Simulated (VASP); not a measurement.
The system is Zn2SnO.

```xyz
4
Lattice="4.1527 0.0000 0.0000 -2.0763 3.5963 0.0000 0.0000 0.0000 4.9340" Properties=species:S:1:pos:R:3 pbc="T T T"
Zn    0.0000    0.0000    0.0000
Zn    0.0000    2.3975    2.4670
Sn    0.0000    2.3975    0.0000
O     2.0763    1.1988    2.4670
```

The cell was generated, and may not be a known phase.

- Program: VASP 6.6.1
- Task: relaxation of cell and atoms
- Functional: PBE
- Potentials or basis: VASP PAW PBE potentials, release 64 (Zn, Sn_d, O)
- Cutoff: 600 eV
- k mesh: 6 × 6 × 4
- Occupations: gaussian, width 0.1 eV
- Spin: no spin polarisation

At the start: pressure 9.6 GPa; volume 18.42 Å³/atom.

**Question.** How do energy, volume and symmetry change on relaxing?

**Answer.** Over 7 steps the energy falls by 95.2 meV/atom and the volume is 21.32 Å³/atom (+15.7 %); space group P-6m2 (No. 187, to 0.1 Å) before and after.

Step by step:
```csv
step,energy change (eV),largest force (eV/Å),pressure (GPa),volume (Å³)
1,0.0000,0.0000,9.62,73.69
2,-0.3517,0.0000,-0.81,86.07
3,-0.3521,0.0000,-0.58,85.65
4,-0.3736,0.0000,-0.13,85.10
5,-0.3799,0.0000,0.40,84.59
6,-0.3799,0.0000,0.37,84.61
7,-0.3808,0.0000,0.02,85.26
```

Final structure:
```cif
data_structure
_symmetry_space_group_name_H-M 'P 1'
_symmetry_Int_Tables_number 1
_cell_length_a 4.2360
_cell_length_b 4.2360
_cell_length_c 5.4869
_cell_angle_alpha 90.000
_cell_angle_beta 90.000
_cell_angle_gamma 120.000
_cell_volume 85.26
loop_
_atom_site_label
_atom_site_type_symbol
_atom_site_fract_x
_atom_site_fract_y
_atom_site_fract_z
_atom_site_occupancy
Zn1 Zn 0.00000 0.00000 0.00000 1
Zn2 Zn 0.33333 0.66667 0.50000 1
Sn1 Sn 0.33333 0.66667 0.00000 1
O1 O 0.66667 0.33333 0.50000 1
```

Caveat: the volume moved by over 15 % at a fixed basis, so the end points are rough.
